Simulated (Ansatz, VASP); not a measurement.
CuO in VASP and in Ansatz

INCAR

```
PREC = Accurate
ENCUT = 700
EDIFF = 1E-6
ISMEAR = 0
SIGMA = 0.05
LREAL = F
LASPH = T
NELM = 200
ALGO = Normal
ISIF = 2
LWAVE = F
LCHARG = T
ISPIN = 2
MAGMOM = 1 1 0 0
LORBIT = 11
LMAXMIX = 4
LDAU = T
LDAUTYPE = 2
LDAUL = 2 -1
LDAUU = 4 0
LDAUJ = 0 0
LDAUPRINT = 1
GGA = PE
LELF = T
LVHAR = T
NBANDS = 37
GGA_COMPAT = F
```

Contents of KPOINTS:

```
regular mesh
0
Gamma
  8 8 4
```

File POSCAR:

```
CuO
1.0
    2.3418500000     -1.7113000000      0.0000000000
    2.3418500000      1.7113000000      0.0000000000
   -0.8500274268      0.0000000000      5.0578693947
Cu O
2 2
Direct
    0.0000000000      0.5000000000      0.0000000000
    0.5000000000      0.0000000000      0.5000000000
    0.5816000000      0.4184000000      0.2500000000
    0.4184000000      0.5816000000      0.7500000000
```

Input for Ansatz:

```yaml
crystal:
  lattice:
    - [2.34185, -1.7113, 0.0]
    - [2.34185, 1.7113, 0.0]
    - [-0.8500274268, 0.0, 5.0578693947]
  atoms:
    - { symbol: Cu, position: [0.0, 0.5, 0.0], spin: 1.0 }
    - { symbol: Cu, position: [0.5, 0.0, 0.5], spin: 1.0 }
    - { symbol: O, position: [0.5816, 0.4184, 0.25] }
    - { symbol: O, position: [0.4184, 0.5816, 0.75] }
basis:
  ecutwfc: 420
  ecutrho_ratio: 4
kpoints:
  mp_grid: { grid: [8, 8, 4] }
hamiltonian:
  xc: pbe
  hubbard: { sites: [{ species: Cu, l: d, u_eff: 4.0 }] }
scf:
  occupations: { method: gaussian, width: 0.05 }
  lower_state_search: "off"
output:
  forces: true
  stress: true
  eigenvalues: true
  populations: true
  hubbard: { sites: [{ species: Cu, l: d }] }
magnetization:
  spin_polarized: true
checkpoint:
  read: start.run
  write: ck
  compress: false
  write_wavefunctions: false
  write_every: 100000
```

Alike in both runs: task single point; functional PBE; k mesh 8 × 8 × 4; occupations gaussian, width 0.05 eV; collinear spin; Hubbard terms Cu d U = 4.0 eV.

|  | VASP | Ansatz |
| --- | --- | --- |
| version | VASP 6.6.1 | Ansatz 0.2.0 |
| potentials or method | VASP PAW PBE potentials, release 64 (Cu_sv_GW, O), cutoff 700 eV | scalar-relativistic, plane waves, PAW |
| valence electrons in the cell | 50 | 50 |

VASP gave:

* pressure (GPa): 4.2
* traceless stress, the component that is largest in VASP (GPa): -0.76
* rms of the force components (eV/Å): 0.009
* net moment per atom (μB): 0.50
* size of the moment on the site where the two differ most (μB): 0.70

Q: Estimate Ansatz's values.

A: Pressure (GPa): 8.4; traceless stress, the component that is largest in VASP (GPa): -0.81; rms of the force components (eV/Å): 0.029; net moment per atom (μB): 0.48; size of the moment on the site where the two differ most (μB): 0.61.

Site moments also hang on the region over which each program counts them. The programs project onto different local orbitals, so the same U acts differently, and such runs can settle in different states. Atom by atom the forces differ by 0.020 eV/Å (rms over components). Ansatz's warnings: filled band counts differ across k points.
